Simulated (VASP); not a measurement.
# TaN (P-6m2) in VASP: notebook

TaN is run at these levels: r2SCAN, PBE; tasks: relaxation of the atoms, relaxation of cell and atoms.

Program: VASP 6.6.1. These are calculated values, not measurements. Logs are shortened: lines on timing, memory, paths and dates and some standing lists are left out, and cuts for length are marked.

## (1) The cell of the first run

It takes space group P-6m2 (No. 187, hexagonal). The conventional cell has a = 2.897 Å, b = 2.897 Å, c = 2.846 Å, α = 90.00°, β = 90.00°, γ = 120.00°. Ta (site symmetry -6m2) has 6 N at 2.20 Å and 8 Ta at 2.85 to 2.90 Å within 2.9 Å. N (site symmetry -6m2) has 6 Ta at 2.20 Å and 8 N at 2.85 to 2.90 Å within 2.9 Å.

## (2) Relaxation of the atoms, r2SCAN

File POSCAR:

```
TaN
1.0
    2.8965868600      0.0000000000      0.0000000000
   -1.4482934300      2.5085178100      0.0000000000
    0.0000000000      0.0000000000      2.8459098200
Ta N
1 1
Direct
    0.3333333300      0.6666666700      0.5000000000
    0.0000000000      0.0000000000      0.0000000000
```

File INCAR.step1:

```
SYSTEM = TaN
PREC = Accurate
ENCUT = 520
ISMEAR = -1
SIGMA = 0.1
LREAL = .False.
LASPH = .True.
NELM = 100
GGA = PE
ALGO = Normal
EDIFF = 1E-4
LWAVE = .True.
LCHARG = .False.
```

File INCAR.step2:

```
SYSTEM = TaN
PREC = Accurate
ENCUT = 520
EDIFF = 1E-7
ISMEAR = -1
SIGMA = 0.1
LREAL = .False.
LASPH = .True.
NELM = 100
ALGO = Normal
ISIF = 2
LWAVE = .False.
LCHARG = .False.
METAGGA = R2SCAN
LMIXTAU = .True.
IBRION = 2
NSW = 50
EDIFFG = -0.01
ISTART = 1
```

File KPOINTS:

```
Automatic mesh
0
Gamma
  13 13 12
  0 0 0
```

Potentials or basis: VASP PAW PBE potentials, release 64 (Ta_pv, N).

Launch:

```bash
$ cat potpaw_PBE.64/Ta_pv/POTCAR potpaw_PBE.64/N/POTCAR > POTCAR
$ cp INCAR.step1 INCAR
$ mpirun -np 1 vasp_std > vasp.out
$ cp INCAR.step2 INCAR
$ mpirun -np 1 vasp_std > vasp.out
```

OUTCAR:

```text
SYSTEM = TaN
   PREC = Accurate
   ENCUT = 520
   EDIFF = 1E-7
   ISMEAR = -1
   LREAL = .False.
   LASPH = .True.
   NELM = 100
   ISIF = 2
   METAGGA = R2SCAN
   IBRION = 2
   NSW = 50
   EDIFFG = -0.01
   ISTART = 1

 ion  position               nearest neighbor table
   1  0.333  0.667  0.500-   2 2.20   2 2.20   2 2.20   2 2.20   2 2.20   2 2.20
   2  0.000  0.000  0.000-   1 2.20   1 2.20   1 2.20   1 2.20   1 2.20   1 2.20

  LATTYP: Found a hexagonal cell.
 ALAT       =     2.8965868600
 C/A-ratio  =     0.9825045675

  Lattice vectors:

 A1 = (   2.8965868600,   0.0000000000,   0.0000000000)
 A2 = (  -1.4482934300,   2.5085178100,   0.0000000000)
 A3 = (   0.0000000000,   0.0000000000,   2.8459098200)

Analysis of symmetry for initial positions (statically):
=====================================================================
 Subroutine PRICEL returns:
 Original cell was already a primitive cell.

 Routine SETGRP: Setting up the symmetry group for a
 hexagonal supercell.

 Subroutine GETGRP returns: Found 12 space group operations
 (whereof 12 operations were pure point group operations)
 out of a pool of 24 trial point group operations.

The static configuration has the point symmetry D_3h.

Analysis of symmetry for dynamics (positions and initial velocities):
=====================================================================
 Subroutine PRICEL returns:
 Original cell was already a primitive cell.

 Routine SETGRP: Setting up the symmetry group for a
 hexagonal supercell.

 Subroutine GETGRP returns: Found 12 space group operations
 (whereof 12 operations were pure point group operations)
 out of a pool of 24 trial point group operations.

The dynamic configuration has the point symmetry D_3h.

 Subroutine INISYM returns: Found 12 space group operations
 (whereof 12 operations are pure point group operations),
 and found     1 'primitive' translations

----------------------------------------------------------------------------------------

                                     Primitive cell

  volume of cell :      20.6788

  direct lattice vectors                    reciprocal lattice vectors
     2.896586860  0.000000000  0.000000000     0.345233907  0.199320889  0.000000000
    -1.448293430  2.508517810  0.000000000     0.000000000  0.398641778  0.000000000
     0.000000000  0.000000000  2.845909820     0.000000000  0.000000000  0.351381478

  length of vectors
     2.896586860  2.896586864  2.845909820     0.398641779  0.398641778  0.351381478

  position of ions in fractional coordinates (direct lattice)
     0.333333330  0.666666670  0.500000000
     0.000000000  0.000000000  0.000000000

  ion indices of the primitive-cell ions
   primitive index   ion index
                 1           1
                 2           2

----------------------------------------------------------------------------------------

 KPOINTS: Automatic mesh

Automatic generation of k-mesh.
 Grid dimensions read from file:
 generate k-points for:   13   13   12

 Generating k-lattice:

  Cartesian coordinates                     Fractional coordinates (reciprocal lattice)
     0.026556454  0.015332376  0.000000000     0.076923077 -0.000000000  0.000000000
     0.000000000  0.030664752  0.000000000     0.000000000  0.076923077  0.000000000
     0.000000000  0.000000000  0.029281790     0.000000000  0.000000000  0.083333333

  Length of vectors
     0.030664752  0.030664752  0.029281790

  Shift w.r.t. Gamma in fractional coordinates (k-lattice)
     0.000000000  0.000000000  0.000000000

 Subroutine IBZKPT returns following result:
 ===========================================

 Found    147 irreducible k-points:

 Following reciprocal coordinates:
            Coordinates               Weight
  0.000000  0.000000  0.000000      1.000000
  0.076923  0.000000  0.000000      6.000000
  0.153846  0.000000  0.000000      6.000000
  0.230769  0.000000  0.000000      6.000000
  0.307692  0.000000  0.000000      6.000000
  0.384615 -0.000000  0.000000      6.000000
[... 16 lines left out ...]
  0.076923  0.000000  0.083333     12.000000
  0.153846  0.000000  0.083333     12.000000
 [... further k-points ...]
   k-points           NKPTS =    147   k-points in BZ     NKDIM =    147   number of bands    NBANDS=     12
   number of dos      NEDOS =    301   number of ions     NIONS =      2
   total plane-waves  NPLWV =  13824
   dimension x,y,z NGX =    24 NGY =   24 NGZ =   24
   dimension x,y,z NGXF=    48 NGYF=   48 NGZF=   48
   ions per type =               1   1
   NGX,Y,Z   is equivalent  to a cutoff of  13.77, 13.77, 14.02 a.u.
   NGXF,Y,Z  is equivalent  to a cutoff of  27.55, 27.55, 28.04 a.u.
 SYSTEM =  TaN
   PREC   = accura    normal or accurate (medium, high low for compatibility)
   ISTART =      1    job   : 0-new  1-cont  2-samecut
   ICHARG =      0    charge: 1-file 2-atom 10-const
   ISPIN  =      1    spin polarized calculation?
   LNONCOLLINEAR =      F non collinear calculations
   LSORBIT =      F    spin-orbit coupling
   LASPH  =      T    aspherical Exc in radial PAW
   ENCUT  =  520.0 eV  38.22 Ry    6.18 a.u.   5.39  5.39  5.29*2*pi/ulx,y,z
   NELM   =    100;   NELMIN=  2; NELMDL=  0     # of ELM steps
   EDIFF  = 0.1E-06   stopping-criterion for ELM
   LREAL  =      F    real-space projection
   EDIFFG = -.1E-01   stopping-criterion for IOM
   NSW    =     50    number of steps for IOM
   IBRION =      2    ionic relax: 0-MD 1-quasi-New 2-CG
   NFREE  =      1    steps in history (QN), initial steepest desc. (CG)
   ISIF   =      2    stress and relaxation
   ISYM   =      2    0-nonsym 1-usesym 2-fastsym
   POTIM  = 0.5000    time-step for ionic-motion
   TEBEG  =    0.0;   TEEND  =   0.0 temperature during run
   PSTRESS=    0.0 pullay stress
   NELECT =      16.0000    total number of electrons
   NUPDOWN=      -1.0000    fix difference up-down
   EMIN   =  10.00;   EMAX   =-10.00  energy-range for DOS
   EFERMI =   0.00;   METHOD = LEGACY
   ISMEAR =    -1;   SIGMA  =   0.10  broadening in eV -4-tet -1-fermi 0-gaus
   EFERMI_NEDOS =   21; number of points for ismear=-14 and -15
   IALGO  =     38    algorithm
   IMIX   =      4    mixing-type and parameters
     AMIX     =   0.40;   BMIX     =  1.00
     AMIX_MAG =   1.60;   BMIX_MAG =  1.00
  volume/ion in A,a.u.               =      10.34        69.77
  Fermi-wavevector in a.u.,A,eV,Ry     =   1.502934  2.840133 30.732978  2.258810
  Thomas-Fermi vector in A             =   2.614110
   LORBIT       =      0    0 simple, 1 ext, 2 COOP (PROOUT), +10 PAW based schemes
   METAGGA = R2SCAN    functional components
   LHFCALC =     F    Hartree Fock is set to
   AEXX    =    0.0000 exact exchange contribution
   IVDW    =     0    specifies the selected vdW correction
   LEPSILON=     F    determine dielectric tensor
   LRPA    =     F    only Hartree local field effects (RPA)
 conjugate gradient relaxation of ions
 non-spin polarized calculation
  energy-cutoff  :      520.00
  volume of cell :       20.68
 maximum number of plane-waves:       580
 NGX is ok and might be reduce to    24
   NGX = 11   NGY = 11   NGZ = 11

 number of electron      15.9999999 magnetization

 Free energy of the ion-electron system (eV)
  ---------------------------------------------------
  ext. energy  EPLUGINS =         0.00000000
  ---------------------------------------------------
  free energy    TOTEN  =       -60.34488782 eV

  energy without entropy =      -60.34288898  energy(sigma->0) =      -60.34388840

 E-fermi :   8.6417     XC(G=0): -14.6085

 val. band max:        8.6353576889   @ k =   0.0000   0.0000   0.4167
 cond. band min:       8.7868779613   @ k =   0.0769   0.0000   0.5000
 fundamental gap:      0.1515202725
 Fermi energy:         8.6416939755

 k-point     1 :       0.0000    0.0000    0.0000
  band No.  band energies     occupation
      1     -27.3620      2.00000
      2     -27.0739      2.00000
      3     -27.0739      2.00000
      4     -10.4743      2.00000
      5       3.6442      2.00000
      6       3.6442      2.00000
      7       4.0603      2.00000
      8       5.4512      2.00000
      9      11.4797      0.00000
     10      12.6084      0.00000
     11      12.6084      0.00000
     12      13.1278      0.00000

 k-point     2 :       0.0769    0.0000    0.0000
  band No.  band energies     occupation
      1     -27.3522      2.00000
      2     -27.1519      2.00000
      3     -27.0902      2.00000
      4     -10.3404      2.00000
      5       3.2654      2.00000
      6       3.7465      2.00000
      7       4.2436      2.00000
      8       5.2590      2.00000
      9      11.9635      0.00000
     10      12.3290      0.00000
     11      12.6267      0.00000
     12      13.0579      0.00000

 k-point     3 :       0.1538    0.0000    0.0000
  band No.  band energies     occupation
      1     -27.3630      2.00000
      2     -27.3249      2.00000
      3     -27.1349      2.00000
      4      -9.9680      2.00000
      5       2.4318      2.00000
      6       4.0244      2.00000
      7       4.6766      2.00000
      8       4.7753      2.00000
      9      11.6653      0.00000
     10      12.7178      0.00000
     11      12.8698      0.00000
     12      13.1514      0.00000
[... 286 lines left out ...]
 k-point    23 :       0.0769    0.0000    0.0833
  band No.  band energies     occupation
      1     -27.4318      2.00000
      2     -27.1445      2.00000
      3     -27.0838      2.00000
      4     -10.1869      2.00000
      5       3.3360      2.00000
      6       3.6101      2.00000
      7       3.7970      2.00000
      8       5.8014      2.00000
      9      11.6033      0.00000
     10      11.6567      0.00000
     11      12.2346      0.00000
     12      13.7868      0.00000

 k-point    24 :       0.1538    0.0000    0.0833
  band No.  band energies     occupation
      1     -27.4096      2.00000
      2     -27.3469      2.00000
      3     -27.1283      2.00000
      4      -9.8350      2.00000
      5       2.5046      2.00000
      6       3.7777      2.00000
      7       4.0417      2.00000
      8       5.5672      2.00000
      9      11.4423      0.00000
     10      11.6510      0.00000
     11      13.0682      0.00000
     12      13.8035      0.00000

 [... further k-points ...]

------------------------ aborting loop because EDIFF is reached ----------------------------------------

  FORCE on cell =-STRESS in cart. coord.  units (eV):
  Direction    XX          YY          ZZ          XY          YZ          ZX
  --------------------------------------------------------------------------------------
  -------------------------------------------------------------------------------------
  Total        2.2228403      2.2228403      2.4833774      0.0000000     -0.0000000      0.0000000
  in kB      172.2241145    172.2241152    192.4103485      0.0000000     -0.0000000      0.0000000
  external PRESSURE =     178.9528594 kB  Pullay stress =       0.0000000 kB

 VOLUME and BASIS-vectors are now :
 -----------------------------------------------------------------------------
  energy-cutoff  :      520.00
  volume of cell :       20.68
      direct lattice vectors                 reciprocal lattice vectors
     2.896586860  0.000000000  0.000000000     0.345233907  0.199320889  0.000000000
    -1.448293430  2.508517810  0.000000000     0.000000000  0.398641778  0.000000000
     0.000000000  0.000000000  2.845909820     0.000000000  0.000000000  0.351381478

 POSITION                                       TOTAL-FORCE (eV/Angst)
 -----------------------------------------------------------------------------------
     -0.00000      1.67235      1.42295        -0.000000     -0.000000      0.000000
      0.00000      0.00000      0.00000         0.000000      0.000000      0.000000
 -----------------------------------------------------------------------------------
    total drift:                                0.000003     -0.000002     -0.000000

  FREE ENERGIE OF THE ION-ELECTRON SYSTEM (eV)
  ---------------------------------------------------
  free  energy   TOTEN  =       -60.3448878179 eV

  energy  without entropy=      -60.3428889834  energy(sigma->0) =      -60.34388840

 reached required accuracy - stopping structural energy minimisation
```

It took 1.7 min on 1 thread of Intel Xeon Platinum 8259CL at 2.50GHz (Skylake/Cascade Lake), shared host; peak memory 0.17 GiB.

What came out:

- Free energy: -60.3449 eV
- Pressure after relaxing: 17.9 GPa
- Band gap on the k mesh: zero (bands 8 and 9 overlap by 0.38 eV)

Final structure:
```yaml
crystal:
  lattice:
    - [2.89659, 0.00000, 0.00000]
    - [-1.44829, 2.50852, 0.00000]
    - [0.00000, 0.00000, 2.84591]
  atoms:
    - { symbol: Ta, position: [0.33333, 0.66667, 0.50000] }
    - { symbol: N, position: [0.00000, 0.00000, 0.00000] }
```

Caveat: the relaxation stopped at its first step, so nothing moved; the PAW data sets were made with another functional, which shifts forces and pressure a little; spin-orbit coupling is left out, which moves the levels of the heavy elements.

## (3) Relaxation of the atoms, r2SCAN

This run uses another cell than the first one, of 10.55 Å³/atom.

File POSCAR:

```
TaN
1.0
    2.9165639600      0.0000000000      0.0000000000
   -1.4582819800      2.5258184800      0.0000000000
    0.0000000000      0.0000000000      2.8655374100
Ta N
1 1
Direct
    0.3333333300      0.6666666700      0.5000000000
    0.0000000000      0.0000000000      0.0000000000
```

File INCAR.step1:

```
SYSTEM = TaN
ALGO     = Normal         ! electronic algorithm
EDIFF    = 1E-4           ! SCF threshold, eV
ENCUT    = 520            ! plane-wave cutoff, eV
GGA      = PE             ! functional
ISMEAR   = -1             ! smearing method
LASPH    = .True.         ! aspherical terms in the spheres
LCHARG   = .False.        ! write CHGCAR
LREAL    = .False.        ! projectors in reciprocal space
LWAVE    = .True.         ! write WAVECAR
NELM     = 100            ! most SCF steps
PREC     = Accurate       ! precision mode
SIGMA    = 0.1            ! smearing width, eV
```

File INCAR.step2:

```
SYSTEM = TaN
ALGO     = Normal         ! electronic algorithm
EDIFF    = 1E-6           ! SCF threshold, eV
EDIFFG   = -0.01          ! ionic threshold
ENCUT    = 520            ! plane-wave cutoff, eV
IBRION   = 2              ! ionic algorithm
ISIF     = 2              ! what is computed and relaxed
ISMEAR   = -1             ! smearing method
ISTART   = 1            
LASPH    = .True.         ! aspherical terms in the spheres
LCHARG   = .False.        ! write CHGCAR
LMIXTAU  = .True.       
LREAL    = .False.        ! projectors in reciprocal space
LWAVE    = .False.        ! write WAVECAR
METAGGA  = R2SCAN         ! meta-GGA
NELM     = 100            ! most SCF steps
NSW      = 50             ! ionic steps
PREC     = Accurate       ! precision mode
SIGMA    = 0.1            ! smearing width, eV
```

File KPOINTS:

```
k-points
0
Gamma
  13 13 12
  0 0 0
```

Potentials or basis: VASP PAW PBE potentials, release 64 (Ta_pv, N).

Launch:

```bash
$ cat potpaw_PBE.64/Ta_pv/POTCAR potpaw_PBE.64/N/POTCAR > POTCAR
$ cp INCAR.step1 INCAR
$ mpirun -np 1 vasp_std > vasp.out
$ cp INCAR.step2 INCAR
$ mpirun -np 1 vasp_std > vasp.out
```

It took 65 s on 1 thread of AMD EPYC 9R45 (Zen 5), shared host; peak memory 0.15 GiB.

Results (log left out):

```
Free energy             : -60.3817 eV
Pressure after relaxing : 9.3 GPa
Band gap on the k mesh  : zero (bands 8 and 9 overlap by 0.37 eV)
```

Stress tensor (GPa, compression positive):
```
8.93 0.00 0.00
0.00 8.93 0.00
0.00 0.00 9.99
```

Final structure:
```
Ta N
1.0
     2.91656    0.00000    0.00000
    -1.45828    2.52582    0.00000
     0.00000    0.00000    2.86554
Ta N
1 1
Direct
  0.33333 0.66667 0.50000
  0.00000 0.00000 0.00000
```

Levels at points of the mesh, in eV from the Fermi level:
| k point | band 4 | band 5 | band 6 | band 7 | band 8 | band 9 | band 10 | band 11 | band 12 |
| --- | --- | --- | --- | --- | --- | --- | --- | --- | --- |
| (0.00, 0.00, 0.00) | -18.96 | -4.90 | -4.90 | -4.48 | -3.17 | 2.67 | 3.86 | 3.86 | 4.36 |
| (0.00, 0.00, 0.50) | -16.20 | -9.84 | -4.03 | -4.03 | -0.08 | -0.08 | 2.44 | 3.71 | 3.71 |

Caveat: the relaxation stopped at its first step, so nothing moved; the PAW data sets were made with another functional, which shifts forces and pressure a little; spin-orbit coupling is left out, which moves the levels of the heavy elements.

## (4) Relaxation of cell and atoms, PBE

This run uses another cell than the first one, of 10.78 Å³/atom.

File INCAR:

```
  PREC = Accurate
  ENCUT = 600
  EDIFF = 1E-6
  ISMEAR = -1
  SIGMA = 0.1
  LREAL = F
  LASPH = T
  NELM = 60
  ALGO = Normal
  ISIF = 3
  LWAVE = F
  LCHARG = F
  GGA = PE
  IBRION = 2
  NSW = 80
  EDIFFG = -0.01
```

File KPOINTS:

```
Automatic mesh
0
Gamma
  12 12 11
```

File POSCAR:

```
TaN
1.0
    2.9380000000      0.0000000000      0.0000000000
   -1.4690000000      2.5443826400      0.0000000000
    0.0000000000      0.0000000000      2.8830000000
Ta N
1 1
Direct
    0.3333333300      0.6666666700      0.5000000000
    0.0000000000      0.0000000000      0.0000000000
```

Launch:

```bash
$ cat potpaw_PBE.64/Ta_pv/POTCAR potpaw_PBE.64/N/POTCAR > POTCAR
$ mpirun -np 1 vasp_std > vasp.out
```

It took 22 s on 1 thread of Intel Xeon 6975P-C (Granite Rapids), shared host; peak memory 0.18 GiB.

Results (log left out):

```yaml
Free_energy: -22.4491 eV
Relaxed_volume: 10.94 Å³/atom
Relaxed_cell: a = 2.952 Å, b = 2.952 Å, c = 2.900 Å, α = 90.00°, β = 90.00°, γ = 120.00°
Space_group_after_relaxing_to_0.1_Å: P-6m2 (No. 187)
Energy_gained_by_relaxing: 2.7 meV/atom
Ionic_steps: 3
Pressure_after_relaxing: 0.0 GPa
Band_gap_on_the_k_mesh: zero (bands 8 and 9 overlap by 0.19 eV)
```

Stress tensor (GPa, compression positive):
```
-0.02  0.00  0.00
 0.00 -0.02  0.00
 0.00  0.00 -0.10
```

Step by step:
| step | energy change (eV) | largest force (eV/Å) | pressure (GPa) | volume (Å³) |
| --- | --- | --- | --- | --- |
| 1 | 0.0000 | 0.0000 | 5.30 | 21.55 |
| 2 | 0.0246 | 0.0000 | -11.37 | 22.68 |
| 3 | -0.0054 | 0.0000 | -0.05 | 21.88 |

Final structure:
```
Ta N
1.0
     2.95168    0.00000    0.00000
    -1.47584    2.55623    0.00000
     0.00000    0.00000    2.90008
Ta N
1 1
Direct
  0.33333 0.66667 0.50000
  0.00000 0.00000 0.00000
```

Levels at points of the mesh, in eV from the Fermi level:
| k point | band 4 | band 5 | band 6 | band 7 | band 8 | band 9 | band 10 | band 11 | band 12 |
| --- | --- | --- | --- | --- | --- | --- | --- | --- | --- |
| (0.00, 0.00, 0.00) | -17.68 | -4.51 | -4.51 | -4.16 | -2.94 | 2.09 | 3.49 | 3.49 | 3.90 |
| (0.50, 0.00, 0.00) | -15.45 | -8.22 | -5.14 | -3.43 | -3.17 | 2.93 | 3.92 | 5.11 | 5.18 |

Caveat: spin-orbit coupling is left out, which moves the levels of the heavy elements.

## (5) Overview

```csv
task,level,cell,k mesh,cutoff (eV),gap on the mesh (eV),pressure (GPa)
relaxation of the atoms,r2SCAN,"atoms relaxed from a = 2.897, b = 2.897, c = 2.846 Å, angles 90.0, 90.0, 120.0°, 2 atoms",13 × 13 × 12,520,none,17.9
relaxation of the atoms,r2SCAN,"atoms relaxed from a = 2.917, b = 2.917, c = 2.866 Å, angles 90.0, 90.0, 120.0°, 2 atoms",13 × 13 × 12,520,none,9.3
relaxation of cell and atoms,PBE,"relaxed from a = 2.938, b = 2.938, c = 2.883 Å, angles 90.0, 90.0, 120.0°, 2 atoms",12 × 12 × 11,600,none,0.0
```

Alike in all rows: potentials or basis VASP PAW PBE potentials, release 64 (Ta_pv, N); no spin polarisation; smearing fermi-dirac 0.1 eV.

Caveats: spin-orbit coupling is left out, which moves the levels of the heavy elements; the relaxation stopped at its first step, so nothing moved (at least some runs); the PAW data sets were made with another functional, which shifts forces and pressure a little (at least some runs).

Total energies depend on the potentials used, so only differences within one code and one set of settings carry meaning.
